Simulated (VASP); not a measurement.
# Pt (Fm-3m) in VASP: notebook

Pt is run at these levels: PBE; tasks: relaxation of cell and atoms, single point.

Everything below comes from runs of VASP 6.6.1. Logs are shortened: lines on timing, memory, paths and dates and some standing lists are left out, and cuts for length are marked.

## Step 1: The cell of the first run

It takes space group Fm-3m (No. 225, cubic). Conventional cell: a = 5.509 Å, b = 5.509 Å, c = 5.509 Å, α = 90.00°, β = 90.00°, γ = 90.00°. Pt (site symmetry -43m) has 10 Pt at 2.39 to 2.75 Å within 3.2 Å. Pt (site symmetry m-3m) has 8 Pt at 2.39 Å within 3.2 Å.

## Step 2: Relaxation of cell and atoms, PBE

Input file INCAR:

```
  PREC = Accurate
  ENCUT = 600
  EDIFF = 1E-6
  ISMEAR = 0
  SIGMA = 0.1
  LREAL = False
  LASPH = True
  NELM = 100
  ALGO = Fast
  ISIF = 3
  LWAVE = False
  LCHARG = False
  GGA = PE
  IBRION = 2
  NSW = 90
  EDIFFG = -0.04
```

Input file KPOINTS:

```
regular mesh
0
Gamma
  6 6 6
```

Input file POSCAR:

```
Pt
1.0
    0.0000000000      2.7545432600      2.7545432600
    2.7545432600      0.0000000000      2.7545432600
    2.7545432600      2.7545432600      0.0000000000
Pt
3
Direct
    0.7500000000      0.7500000000      0.7500000000
    0.0000000000      0.0000000000      0.0000000000
    0.2500000000      0.2500000000      0.2500000000
```

Potentials or basis: VASP PAW PBE potentials, release 64 (Pt).

Run with:

```console
$ cat potpaw_PBE.64/Pt/POTCAR > POTCAR
$ mpirun -np 1 vasp_std > vasp.out
```

OUTCAR:

```text
PREC = Accurate
   ENCUT = 600
   EDIFF = 1E-6
   ISMEAR = 0
   LREAL = False
   LASPH = True
   NELM = 100
   ISIF = 3
   GGA = PE
   IBRION = 2
   NSW = 90
   EDIFFG = -0.04

 ion  position               nearest neighbor table
   1  0.750  0.750  0.750-   2 2.39   2 2.39   2 2.39   2 2.39   3 2.75   3 2.75   3 2.75   3 2.75
                             3 2.75   3 2.75
   2  0.000  0.000  0.000-   1 2.39   1 2.39   1 2.39   1 2.39   3 2.39   3 2.39   3 2.39   3 2.39

   3  0.250  0.250  0.250-   2 2.39   2 2.39   2 2.39   2 2.39   1 2.75   1 2.75   1 2.75   1 2.75
                             1 2.75   1 2.75

  LATTYP: Found a face centered cubic cell.
 ALAT       =     5.5090865200

  Lattice vectors:

 A1 = (   0.0000000000,   2.7545432600,   2.7545432600)
 A2 = (   2.7545432600,   0.0000000000,   2.7545432600)
 A3 = (   2.7545432600,   2.7545432600,   0.0000000000)

Analysis of symmetry for initial positions (statically):
=====================================================================
 Subroutine PRICEL returns:
 Original cell was already a primitive cell.

 Routine SETGRP: Setting up the symmetry group for a
 face centered cubic supercell.

 Subroutine GETGRP returns: Found 48 space group operations
 (whereof 48 operations were pure point group operations)
 out of a pool of 48 trial point group operations.

The static configuration has the point symmetry O_h .

Analysis of symmetry for dynamics (positions and initial velocities):
=====================================================================
 Subroutine PRICEL returns:
 Original cell was already a primitive cell.

 Routine SETGRP: Setting up the symmetry group for a
 face centered cubic supercell.

 Subroutine GETGRP returns: Found 48 space group operations
 (whereof 48 operations were pure point group operations)
 out of a pool of 48 trial point group operations.

The dynamic configuration has the point symmetry O_h .

 Subroutine INISYM returns: Found 48 space group operations
 (whereof 48 operations are pure point group operations),
 and found     1 'primitive' translations

----------------------------------------------------------------------------------------

                                     Primitive cell

  volume of cell :      41.8002

  direct lattice vectors                    reciprocal lattice vectors
     0.000000000  2.754543260  2.754543260    -0.181518296  0.181518296  0.181518296
     2.754543260  0.000000000  2.754543260     0.181518296 -0.181518296  0.181518296
     2.754543260  2.754543260  0.000000000     0.181518296  0.181518296 -0.181518296

  length of vectors
[... 42 lines left out ...]
  0.166667  0.000000  0.000000      8.000000
  0.333333  0.000000  0.000000      8.000000
  0.500000  0.000000  0.000000      4.000000
  0.166667  0.166667  0.000000      6.000000
  0.333333  0.166667  0.000000     24.000000
[... 8 lines left out ...]
 -0.333333  0.333333  0.166667     24.000000
 -0.333333  0.500000  0.166667     12.000000
   k-points           NKPTS =     16   k-points in BZ     NKDIM =     16   number of bands    NBANDS=     19
   number of dos      NEDOS =    301   number of ions     NIONS =      3
   total plane-waves  NPLWV =  32768
   dimension x,y,z NGX =    32 NGY =   32 NGZ =   32
   dimension x,y,z NGXF=    64 NGYF=   64 NGZF=   64
   ions per type =               3
   NGX,Y,Z   is equivalent  to a cutoff of  13.66, 13.66, 13.66 a.u.
   NGXF,Y,Z  is equivalent  to a cutoff of  27.31, 27.31, 27.31 a.u.
 SYSTEM =  unknown system
   PREC   = accura    normal or accurate (medium, high low for compatibility)
   ISTART =      0    job   : 0-new  1-cont  2-samecut
   ICHARG =      2    charge: 1-file 2-atom 10-const
   ISPIN  =      1    spin polarized calculation?
   LNONCOLLINEAR =      F non collinear calculations
   LSORBIT =      F    spin-orbit coupling
   LASPH  =      T    aspherical Exc in radial PAW
   ENCUT  =  600.0 eV  44.10 Ry    6.64 a.u.   7.78  7.78  7.78*2*pi/ulx,y,z
   NELM   =    100;   NELMIN=  2; NELMDL= -5     # of ELM steps
   EDIFF  = 0.1E-05   stopping-criterion for ELM
   LREAL  =      F    real-space projection
   EDIFFG = -.4E-01   stopping-criterion for IOM
   NSW    =     90    number of steps for IOM
   IBRION =      2    ionic relax: 0-MD 1-quasi-New 2-CG
   NFREE  =      1    steps in history (QN), initial steepest desc. (CG)
   ISIF   =      3    stress and relaxation
   ISYM   =      2    0-nonsym 1-usesym 2-fastsym
   POTIM  = 0.5000    time-step for ionic-motion
   TEBEG  =    0.0;   TEEND  =   0.0 temperature during run
   PSTRESS=    0.0 pullay stress
   NELECT =      30.0000    total number of electrons
   NUPDOWN=      -1.0000    fix difference up-down
   EMIN   =  10.00;   EMAX   =-10.00  energy-range for DOS
   EFERMI =   0.00;   METHOD = LEGACY
   ISMEAR =     0;   SIGMA  =   0.10  broadening in eV -4-tet -1-fermi 0-gaus
   EFERMI_NEDOS =   21; number of points for ismear=-14 and -15
   IALGO  =     68    algorithm
   IMIX   =      4    mixing-type and parameters
     AMIX     =   0.40;   BMIX     =  1.00
     AMIX_MAG =   1.60;   BMIX_MAG =  1.00
  volume/ion in A,a.u.               =      13.93        94.03
  Fermi-wavevector in a.u.,A,eV,Ry     =   1.465736  2.769839 29.230498  2.148381
  Thomas-Fermi vector in A             =   2.581557
   LORBIT       =      0    0 simple, 1 ext, 2 COOP (PROOUT), +10 PAW based schemes
   GGA     = PE    functional components
   LHFCALC =     F    Hartree Fock is set to
   AEXX    =    0.0000 exact exchange contribution
   IVDW    =     0    specifies the selected vdW correction
   LEPSILON=     F    determine dielectric tensor
   LRPA    =     F    only Hartree local field effects (RPA)
 conjugate gradient relaxation of ions
 non-spin polarized calculation
 RMM-DIIS sequential band-by-band and
 Gauss-broadening in eV      SIGMA  =   0.10
  energy-cutoff  :      600.00
  volume of cell :       41.80
 maximum number of plane-waves:      1411
   NGX = 15   NGY = 15   NGZ = 15

--------------------------------------- Ionic step        1  -------------------------------------------

 number of electron      30.0000003 magnetization

 Free energy of the ion-electron system (eV)
  ---------------------------------------------------
  ext. energy  EPLUGINS =         0.00000000
  ---------------------------------------------------
  free energy    TOTEN  =       -13.28615696 eV

  energy without entropy =      -13.25925187  energy(sigma->0) =      -13.27270442

 E-fermi :  13.1810     XC(G=0): -13.7208

 val. band max:       13.1730805297   @ k =   0.3333   0.1667   0.0000
 cond. band min:      13.2012321184   @ k =   0.1667   0.1667   0.0000
 fundamental gap:      0.0281515887
 Fermi energy:        13.1809701471
[... 1326 lines left out ...]
--------------------------------------- Ionic step        8  -------------------------------------------

 number of electron      30.0000003 magnetization

 Free energy of the ion-electron system (eV)
  ---------------------------------------------------
  ext. energy  EPLUGINS =         0.00000000
  ---------------------------------------------------
  free energy    TOTEN  =       -16.99636745 eV

  energy without entropy =      -16.95564238  energy(sigma->0) =      -16.97600491

 E-fermi :   7.9210     XC(G=0): -12.0197

 val. band max:        7.8932673889   @ k =   0.5000   0.1667   0.0000
 cond. band min:       7.9318217460   @ k =   0.3333   0.0000   0.0000
 fundamental gap:      0.0385543571
 Fermi energy:         7.9210019717
[... 380 lines left out ...]
  FREE ENERGIE OF THE ION-ELECTRON SYSTEM (eV)
  ---------------------------------------------------
  free  energy   TOTEN  =       -16.9963674511 eV

  energy  without entropy=      -16.9556423773  energy(sigma->0) =      -16.97600491

 reached required accuracy - stopping structural energy minimisation
```

Run time: 2.3 min. Hardware: 1 thread of AMD EPYC 7R13 (Zen 3), shared host; peak memory 0.16 GiB.

Results:

```yaml
Free_energy: -16.9964 eV
Relaxed_volume: 18.59 Å³/atom
Relaxed_cell: a = 4.288 Å, b = 4.288 Å, c = 4.288 Å, α = 60.00°, β = 60.00°, γ = 60.00°
Space_group_after_relaxing_to_0.05_Å: Fm-3m (No. 225)
Energy_gained_by_relaxing: 1236.7 meV/atom
Ionic_steps: 8
Pressure_after_relaxing: 0.2 GPa
Band_gap_on_the_k_mesh: zero (band 15 reaches 8.52 eV, above the bottom of band 16 at 7.73 eV)
```

The path:
```
step  energy change (eV)  largest force (eV/Å)  pressure (GPa)  volume (Å³)
   1              0.0000                0.0000          114.24        41.80
   2              5.5640                0.0000          -12.70       135.31
   3              2.3294                0.0000          -20.14       103.40
   4             -0.8695                0.0000          -24.30        80.75
   5             -3.6102                0.0000           -9.02        59.15
   6             -3.6572                0.0000            8.12        53.63
   7             -3.7096                0.0000           -0.80        56.07
   8             -3.7102                0.0000            0.19        55.76
```

Final structure:
```xyz
3
Lattice="0.0000 3.0322 3.0322 3.0322 0.0000 3.0322 3.0322 3.0322 0.0000" Properties=species:S:1:pos:R:3 pbc="T T T"
Pt    4.5482    4.5482    4.5482
Pt    0.0000    0.0000    0.0000
Pt    1.5161    1.5161    1.5161
```

Caveat: the volume moved by over 15 % at a fixed basis, so the end points are rough; spin-orbit coupling is left out, which moves the levels of the heavy elements.

## Step 3: Single point, PBE

This run uses another cell than the first one, of 18.64 Å³/atom, 1.338 times its volume.

Input file INCAR:

```
SYSTEM = Pt
ALGO     = Fast           ! electronic algorithm
EDIFF    = 1E-6           ! SCF threshold, eV
ENCUT    = 520            ! plane-wave cutoff, eV
GGA      = PE             ! functional
ISIF     = 2              ! what is computed and relaxed
ISMEAR   = 0              ! smearing method
LASPH    = .True.         ! aspherical terms in the spheres
LCHARG   = .False.        ! write CHGCAR
LREAL    = .False.        ! projectors in reciprocal space
LWAVE    = .False.        ! write WAVECAR
NBANDS   = 22             ! bands
NELM     = 60             ! most SCF steps
PREC     = Accurate       ! precision mode
SIGMA    = 0.1            ! smearing width, eV
```

Input file KPOINTS:

```
k-points
0
Gamma
  14 14 14
  0 0 0
```

Input file POSCAR:

```
Pt
1.0
    0.0000000000      3.0351717634      3.0351717634
    3.0351717634      0.0000000000      3.0351717634
    3.0351717634      3.0351717634      0.0000000000
Pt
3
Direct
    0.7500000000      0.7500000000      0.7500000000
    0.0000000000      0.0000000000      0.0000000000
    0.2500000000      0.2500000000      0.2500000000
```

Potentials or basis: VASP PAW PBE potentials, release 64 (Pt).

Run with:

```console
$ cat potpaw_PBE.64/Pt/POTCAR > POTCAR
$ mpirun -np 1 vasp_std > vasp.out
```

Wall time 3.6 min (1 thread of AMD EPYC 7R13 (Zen 3), shared host); peak memory 0.21 GiB.

It converged, with:

| Quantity | Value |
| --- | --- |
| Free energy | -17.0249 eV |
| Pressure | -0.4 GPa |
| Band gap on the k mesh | zero (band 15 reaches 8.51 eV, above the bottom of band 16 at 7.69 eV) |

Levels at points of the mesh, in eV from the Fermi level:
| k point | band 11 | band 12 | band 13 | band 14 | band 15 | band 16 | band 17 | band 18 | band 19 | band 20 |
| --- | --- | --- | --- | --- | --- | --- | --- | --- | --- | --- |
| (0.00, 0.00, 0.00) | -0.71 | -0.43 | -0.43 | -0.43 | -0.15 | -0.15 | 6.96 | 7.92 | 8.95 | 8.95 |
| (0.50, 0.00, 0.00) | -2.37 | -2.12 | -0.82 | -0.82 | -0.05 | -0.05 | 0.97 | 7.46 | 7.46 | 8.13 |
| (0.50, 0.50, 0.00) | -1.23 | -1.11 | -0.22 | 0.25 | 0.25 | 0.54 | 0.89 | 1.83 | 1.83 | 6.12 |

Caveat: spin-orbit coupling is left out, which moves the levels of the heavy elements.

## Step 4: Relaxation of cell and atoms, PBE

This run uses another cell than the first one, of 18.64 Å³/atom, 1.338 times its volume.

Input file INCAR:

```
SYSTEM = Pt
PREC = Accurate
ENCUT = 600
EDIFF = 1E-7
ISMEAR = 0
SIGMA = 0.1
LREAL = .FALSE.
LASPH = .TRUE.
NELM = 100
ALGO = Fast
ISIF = 3
LWAVE = .FALSE.
LCHARG = .FALSE.
GGA = PE
IBRION = 2
NSW = 100
EDIFFG = -0.01
```

Input file KPOINTS:

```
regular mesh
0
G
  14 14 14
  0 0 0
```

POSCAR is that of step 3.

Run with:

```console
$ cat potpaw_PBE.64/Pt/POTCAR > POTCAR
$ mpirun -np 1 vasp_std > vasp.out
```

Run time: 10 min. Hardware: 1 thread of AMD EPYC 7R13 (Zen 3), shared host; peak memory 0.25 GiB.

It converged, with:

```yaml
Free_energy: -17.0251 eV
Relaxed_volume: 18.61 Å³/atom
Relaxed_cell: a = 4.290 Å, b = 4.290 Å, c = 4.290 Å, α = 60.00°, β = 60.00°, γ = 60.00°
Space_group_after_relaxing_to_0.05_Å: Fm-3m (No. 225)
Energy_gained_by_relaxing: 0.0 meV/atom
Ionic_steps: 3
Pressure_after_relaxing: 0.0 GPa
Band_gap_on_the_k_mesh: zero (band 15 reaches 8.54 eV, above the bottom of band 16 at 7.72 eV)
```

Final structure:
```yaml
crystal:
  lattice:
    - [0.00000, 3.03339, 3.03339]
    - [3.03339, 0.00000, 3.03339]
    - [3.03339, 3.03339, 0.00000]
  atoms:
    - { symbol: Pt, position: [0.75000, 0.75000, 0.75000] }
    - { symbol: Pt, position: [0.00000, 0.00000, 0.00000] }
    - { symbol: Pt, position: [0.25000, 0.25000, 0.25000] }
```

Levels at points of the mesh, in eV from the Fermi level:
```
           k point  band 11  band 12  band 13  band 14  band 15  band 16  band 17  band 18  band 19
(0.00, 0.00, 0.00)    -0.71    -0.43    -0.43    -0.43    -0.15    -0.15     6.97     7.92     8.96
(0.50, 0.00, 0.00)    -2.37    -2.13    -0.82    -0.82    -0.05    -0.05     0.97     7.47     7.47
(0.50, 0.50, 0.00)    -1.23    -1.11    -0.22     0.25     0.25     0.54     0.90     1.82     1.82
```

Caveat: spin-orbit coupling is left out, which moves the levels of the heavy elements.

## Step 5: Overview

```tsv
task	cell	k mesh	cutoff (eV)	gap on the mesh (eV)	pressure (GPa)	relaxed volume (Å³/atom)
relaxation of cell and atoms	relaxed from a = 3.896 Å, angles 60.0°, 3 atoms	6 × 6 × 6	600	none	0.2	18.59
single point	a = 4.292 Å, angles 60.0°, 3 atoms	14 × 14 × 14	520	none	-0.4	-
relaxation of cell and atoms	relaxed from a = 4.292 Å, angles 60.0°, 3 atoms	14 × 14 × 14	600	none	0.0	18.61
```

Alike in all rows: level PBE; potentials or basis VASP PAW PBE potentials, release 64 (Pt); no spin polarisation; smearing gaussian 0.1 eV.

Caveats: spin-orbit coupling is left out, which moves the levels of the heavy elements; the volume moved by over 15 % at a fixed basis, so the end points are rough (some runs).

Total energies depend on the potentials used, so only differences within one code and one set of settings carry meaning.
